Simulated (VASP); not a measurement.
Write the native input for VASP 6.6.1 that does the following.

| Item | Value |
| --- | --- |
| Task | single point |
| Functional | PBE |
| Potentials or basis | VASP PAW PBE potentials, release 64 (Bi_d, Te, O) |
| Cutoff | 520 eV |
| k mesh | 6 × 6 × 2 |
| Occupations | fermi-dirac, width 0.02 eV |
| Spin | no spin polarisation |
| Dipole correction | no |
| Further INCAR settings | ALGO = Normal; EDIFF = 1e-06; NBANDS = 59 |

The structure of Bi2Te2O lies in POSCAR:

```
Bi2Te2O
1.0
    4.1981119892      0.0000000000      0.0000000000
    0.0000000000      4.1981119892      0.0000000000
    0.0000000000      0.0000000000     15.9256773438
Bi Te O
4 4 2
Direct
    0.5000000000      0.0000000000      0.1435907071
    0.0000000000      0.5000000000      0.8564092929
    0.0000000000      0.5000000000      0.4269640637
    0.5000000000      0.0000000000      0.5730359363
    0.0000000000      0.5000000000      0.0938855867
    0.5000000000      0.0000000000      0.9061144133
    0.5000000000      0.0000000000      0.3228889435
    0.0000000000      0.5000000000      0.6771110565
    0.0000000000      0.0000000000      0.5000000000
    0.5000000000      0.5000000000      0.5000000000
```

One way to write it, as run:

INCAR

```
SYSTEM = Bi2Te2O
PREC = Accurate
ENCUT = 520
EDIFF = 1E-6
ISMEAR = -1
SIGMA = 0.02
LREAL = .FALSE.
LASPH = .TRUE.
NELM = 60
ALGO = Normal
ISIF = 2
LWAVE = .FALSE.
LCHARG = .FALSE.
GGA = PE
NBANDS = 59
```

KPOINTS

```
regular mesh
0
G
  6 6 2
  0 0 0
```

Potentials or basis: VASP PAW PBE potentials, release 64 (Bi_d, Te, O).

Run with:

```sh
$ cat potpaw_PBE.64/Bi_d/POTCAR potpaw_PBE.64/Te/POTCAR potpaw_PBE.64/O/POTCAR > POTCAR
$ mpirun -np 1 vasp_std > vasp.out
```

It gave:

```json
{
 "Pressure": "2.3 GPa",
 "Largest force": "0.334 eV/Å",
 "Band gap on the k mesh": "0.47 eV (least direct gap 0.73 eV)"
}
```

Caveat: spin-orbit coupling is left out, which moves the levels of the heavy elements; this functional lacks dispersion, which binds layers or chains, so the pressure and a relaxed spacing across them are unreliable.

Wall time 12 min on 1 thread of Intel(R) Xeon(R) Platinum 8259CL CPU @ 2.50GHz (Skylake/Cascade Lake), with other jobs on the host, peak memory 0.49 GiB.
